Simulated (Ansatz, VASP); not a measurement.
# Two plane-wave programs on PbF2

```
CELL_PARAMETERS angstrom
-0.02970 2.96985 2.96985
2.94015 0.00000 2.94015
2.96985 2.96985 -0.02970
ATOMIC_POSITIONS crystal
Pb 0.00000 0.00000 0.00000
F 0.25000 0.25000 0.25000
F 0.75000 0.75000 0.75000
```

Change from the starting cell: strain -0.0200 x Voigt [0, 0, 0, 0, 1, 0], atoms carried along.

Alike in both runs: task single point; functional PBE; k mesh 8 × 8 × 8; occupations gaussian, width 0.05 eV; no spin polarisation.

|  | VASP | Ansatz |
| --- | --- | --- |
| version | VASP 6.6.1 | Ansatz 0.2.0 |
| potentials or method | VASP PAW PBE potentials, release 64 (Pb_d, F), cutoff 520 eV | scalar-relativistic, plane waves, PAW |
| valence electrons in the cell | 28 | 28 |

VASP gave:

```
gap on the k mesh at the Fermi level (eV)                     : 4.41
least direct gap on the mesh (eV)                             : 4.56
pressure (GPa)                                                : 2.0
traceless stress, the component that is largest in VASP (GPa) : 0.65
rms of the force components (eV/Å)                            : 0.027
```

Which values does Ansatz return?

gap on the k mesh at the Fermi level (eV): 4.42; least direct gap on the mesh (eV): 4.56; pressure (GPa): 2.2; traceless stress, the component that is largest in VASP (GPa): 0.65; rms of the force components (eV/Å): 0.026.

Atom by atom the forces differ by 0.000 eV/Å (rms over components).

Neither program's run includes spin-orbit coupling.
